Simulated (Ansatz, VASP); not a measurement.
LaZn in VASP and in Ansatz

INCAR

```
SYSTEM = LaZn
PREC = Accurate ; ENCUT = 520
EDIFF = 1E-6 ; ISMEAR = -1
SIGMA = 0.05 ; LREAL = .FALSE.
LASPH = .TRUE. ; NELM = 80
ALGO = Normal ; ISIF = 2
LWAVE = .FALSE. ; LCHARG = .TRUE.
LELF = .TRUE. ; LVHAR = .TRUE.
NBANDS = 18
```

The input KPOINTS:

```
Automatic mesh
0
G
  9 9 9
  0 0 0
```

The input POSCAR:

```
LaZn
1.0
    3.7624585633      0.0000000000      0.0000000000
    0.0000000000      3.7624585633      0.0000000000
    0.0000000000      0.0000000000      3.7624585633
La Zn
1 1
Direct
    0.5000000000      0.5000000000      0.5000000000
    0.0000000000      0.0000000000      0.0000000000
```

Input for Ansatz:

```yaml
crystal:
  lattice:
    - [3.7624585633, 0.0, 0.0]
    - [0.0, 3.7624585633, 0.0]
    - [0.0, 0.0, 3.7624585633]
  atoms:
    - { symbol: La, position: [0.5, 0.5, 0.5] }
    - { symbol: Zn, position: [0.0, 0.0, 0.0] }
kpoints:
  mp_grid: { grid: [9, 9, 9] }
  band_path:
    path:
      - [0.0, 0.0, 0.0]
      - [0.0, 0.5, 0.0]
      - [0.5, 0.5, 0.0]
      - [0.0, 0.0, 0.0]
      - [0.5, 0.5, 0.5]
      - [0.0, 0.5, 0.0]
      - [0.5, 0.5, 0.5]
      - [0.5, 0.5, 0.0]
    npoints: 5
scf:
  occupations: { method: fermi_dirac, width: 0.05 }
hamiltonian:
  xc: lda
  pseudopotentials: { kind: all_electron, lapw: { basis_error: 0.001 } }
output:
  forces: true
  stress: true
  eigenvalues: true
```

Change from the starting cell: volume scaled by 1.01.

Alike in both runs: task single point; functional LDA; k mesh 9 × 9 × 9; occupations fermi-dirac, width 0.05 eV; no spin polarisation.

|  | VASP | Ansatz |
| --- | --- | --- |
| version | VASP 6.6.1 | Ansatz 0.2.0 |
| potentials or method | VASP PAW LDA potentials, release 64 (La, Zn), cutoff 520 eV | all-electron LAPW, scalar-relativistic |

```tsv
	VASP	Ansatz	Ansatz less VASP
pressure (GPa)	-4.4	-4.4	+0.01
```

LDA's correlation is that of Perdew and Zunger in VASP and of Perdew and Wang (1992) in Ansatz. Ansatz ran all-electron here, and VASP with PAW potentials.

Spin-orbit coupling is off throughout.
